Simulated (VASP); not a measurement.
# Te (Im-3m) in VASP: notebook, part 2 of 2

VASP 6.6.1. The steps go on from the part before.

**3. Single point, PBEsol (17.59 Å³/atom)**

POSCAR reads:

```
Te
1.0
   -1.6382907361      1.6382907361      1.6382907361
    1.6382907361     -1.6382907361      1.6382907361
    1.6382907361      1.6382907361     -1.6382907361
Te
1
Direct
    0.0000000000      0.0000000000      0.0000000000
```

INCAR.step1 reads:

```
PREC = Accurate ; ENCUT = 520
EDIFF = 1E-6 ; ISMEAR = -1
SIGMA = 0.05 ; LREAL = F
LASPH = T ; NELM = 80
ALGO = Normal ; ISIF = 2
LWAVE = F ; LCHARG = T
GGA = PS ; NBANDS = 9
```

KPOINTS.step1 reads:

```
Automatic mesh
0
Gamma
  15 15 15
```

INCAR.step2 reads:

```
PREC = Accurate ; ENCUT = 520
EDIFF = 1E-6 ; ISMEAR = -5
SIGMA = 0.05 ; LREAL = F
LASPH = T ; NELM = 80
ALGO = Normal ; ISIF = 2
LWAVE = F ; LCHARG = F
GGA = PS ; LORBIT = 11
NBANDS = 9 ; NEDOS = 2001
ICHARG = 11
```

KPOINTS.step2 reads:

```
Automatic mesh
0
Gamma
  23 23 23
```

Potentials or basis: VASP PAW PBE potentials, release 64 (Te).

Run with:

```
$ cat potpaw_PBE.64/Te/POTCAR > POTCAR
$ cp INCAR.step1 INCAR
$ cp KPOINTS.step1 KPOINTS
$ mpirun -np 1 vasp_std > vasp.out
$ cp INCAR.step2 INCAR
$ cp KPOINTS.step2 KPOINTS
$ mpirun -np 1 vasp_std > vasp.out
```

OUTCAR:

```text
PREC = Accurate
   ENCUT = 520
   EDIFF = 1E-6
   ISMEAR = -5
   LREAL = F
   LASPH = T
   NELM = 80
   ISIF = 2
   GGA = PS
   LORBIT = 11
   ICHARG = 11

 ion  position               nearest neighbor table
   1  0.000  0.000  0.000-

  LATTYP: Found a body centered cubic cell.
 ALAT       =     3.2765814722

  Lattice vectors:

 A1 = (  -1.6382907361,   1.6382907361,   1.6382907361)
 A2 = (   1.6382907361,  -1.6382907361,   1.6382907361)
 A3 = (   1.6382907361,   1.6382907361,  -1.6382907361)

Analysis of symmetry for initial positions (statically):
=====================================================================
 Subroutine PRICEL returns:
 Original cell was already a primitive cell.

 Routine SETGRP: Setting up the symmetry group for a
 body centered cubic supercell.

 Subroutine GETGRP returns: Found 48 space group operations
 (whereof 48 operations were pure point group operations)
 out of a pool of 48 trial point group operations.

The static configuration has the point symmetry O_h .

[... 165 lines left out ...]
 Fermi energy:        16.1786255799

 k-point     1 :       0.0000    0.0000    0.0000
  band No.  band energies     occupation
      1      -2.9884      2.00000
      2      22.5518      0.00000
      3      22.5518      0.00000
      4      22.5518      0.00000
      5      27.2083      0.00000
      6      27.2083      0.00000
      7      27.2084      0.00000
      8      27.3103      0.00000
      9      27.3103      0.00000
[... 265 lines left out ...]
 k-point    24 :       0.0870    0.0870    0.0000
  band No.  band energies     occupation
      1      -2.3178      2.00000
      2      18.5049     -0.00388
      3      19.8776      0.00000
      4      21.1961      0.00000
      5      25.0403      0.00000
      6      25.2243      0.00000
      7      26.8725      0.00000
      8      28.7791      0.00000
      9      29.9610      0.00000

 [... further k-points ...]

------------------------ aborting loop because EDIFF is reached ----------------------------------------

  FORCE on cell =-STRESS in cart. coord.  units (eV):
  Direction    XX          YY          ZZ          XY          YZ          ZX
  --------------------------------------------------------------------------------------
  -------------------------------------------------------------------------------------
  Total        8.4730287      8.4730287      8.4730287      0.0000000     -0.0000000      0.0000000
  in kB      771.8205593    771.8205593    771.8205593      0.0000000     -0.0000000      0.0000000
  external PRESSURE =     771.8205593 kB  Pullay stress =       0.0000000 kB

 VOLUME and BASIS-vectors are now :
 -----------------------------------------------------------------------------
  energy-cutoff  :      520.00
  volume of cell :       17.59
      direct lattice vectors                 reciprocal lattice vectors
    -1.638290736  1.638290736  1.638290736     0.000000000  0.305196135  0.305196135
     1.638290736 -1.638290736  1.638290736     0.305196135  0.000000000  0.305196135
     1.638290736  1.638290736 -1.638290736     0.305196135  0.305196135  0.000000000

 POSITION                                       TOTAL-FORCE (eV/Angst)
 -----------------------------------------------------------------------------------
      0.00000      0.00000      0.00000        -0.000000      0.000000     -0.000000
 -----------------------------------------------------------------------------------
    total drift:                                0.000000     -0.000000     -0.000000

  FREE ENERGIE OF THE ION-ELECTRON SYSTEM (eV)
  ---------------------------------------------------
  free  energy   TOTEN  =        -1.7895404998 eV

  energy  without entropy=       -1.7895404998  energy(sigma->0) =       -1.78954050

 total charge

# of ion       s       p       d       tot
------------------------------------------
    1        1.457   1.962   0.183   3.602
```

OUTCAR.step1:

```text
PREC = Accurate
   ENCUT = 520
   EDIFF = 1E-6
   ISMEAR = -1
   LREAL = F
[... 504 lines left out ...]

 POSITION                                       TOTAL-FORCE (eV/Angst)
 -----------------------------------------------------------------------------------
      0.00000      0.00000      0.00000        -0.000000     -0.000000      0.000000
 -----------------------------------------------------------------------------------
    total drift:                                0.000000      0.000000      0.000000

  FREE ENERGIE OF THE ION-ELECTRON SYSTEM (eV)
  ---------------------------------------------------
  free  energy   TOTEN  =        -1.7922440446 eV

  energy  without entropy=       -1.7890741429  energy(sigma->0) =       -1.79065909
```

Wall time 26 s (1 thread of Intel Xeon Platinum 8488C (Sapphire Rapids), shared host); peak memory 0.19 GiB.

What came out:

```yaml
Valence_electrons_inside_the_program's_atomic_spheres: Te 3.60
```

Caveat: the PAW data sets were made with another functional, which shifts forces and pressure a little; spin-orbit coupling is left out, which moves the levels of the heavy elements; tetrahedron occupations give inexact forces and stress in metals.

**4. Single point, PBEsol**

This run uses another cell than the first one, of 27.06 Å³/atom.

POSCAR reads:

```
Te
1.0
   -1.8912685031      1.8912685031      1.8912685031
    1.8912685031     -1.8912685031      1.8912685031
    1.8912685031      1.8912685031     -1.8912685031
Te
1
Direct
    0.0000000000      0.0000000000      0.0000000000
```

INCAR.step1 reads:

```
SYSTEM = Te
ALGO = Normal ; EDIFF = 1E-6
ENCUT = 520 ; GGA = PS
ISIF = 2 ; ISMEAR = -1
LASPH = .True. ; LCHARG = .True.
LREAL = .False. ; LWAVE = .False.
NBANDS = 9 ; NELM = 80
PREC = Accurate ; SIGMA = 0.05
```

KPOINTS.step1 reads:

```
k-points
0
Gamma
  15 15 15
  0 0 0
```

INCAR.step2 reads:

```
SYSTEM = Te
ALGO = Normal ; EDIFF = 1E-6
ENCUT = 520 ; GGA = PS
ICHARG = 11 ; ISIF = 2
ISMEAR = -5 ; LASPH = .True.
LCHARG = .False. ; LORBIT = 10
LREAL = .False. ; LWAVE = .False.
NEDOS = 1001 ; NELM = 80
PREC = Accurate ; SIGMA = 0.05
```

KPOINTS.step2 reads:

```
k-points
0
Gamma
  23 23 23
  0 0 0
```

Run with:

```
$ cat potpaw_PBE.64/Te/POTCAR > POTCAR
$ cp INCAR.step1 INCAR
$ cp KPOINTS.step1 KPOINTS
$ mpirun -np 1 vasp_std > vasp.out
$ cp INCAR.step2 INCAR
$ cp KPOINTS.step2 KPOINTS
$ mpirun -np 1 vasp_std > vasp.out
```

Run time: 23 s. Hardware: 1 thread of Intel Xeon Platinum 8488C (Sapphire Rapids), shared host; peak memory 0.2 GiB.

The run converged. Its results:

```yaml
Valence_electrons_inside_the_program's_atomic_spheres: Te 3.25
```

Levels at points of the mesh, in eV from the Fermi level:
```
           k point  band 1  band 2  band 3  band 4  band 5  band 6
(0.00, 0.00, 0.00)  -14.33    3.22    3.22    3.22    9.98    9.98
```

Caveat: the PAW data sets were made with another functional, which shifts forces and pressure a little; spin-orbit coupling is left out, which moves the levels of the heavy elements; tetrahedron occupations give inexact forces and stress in metals.
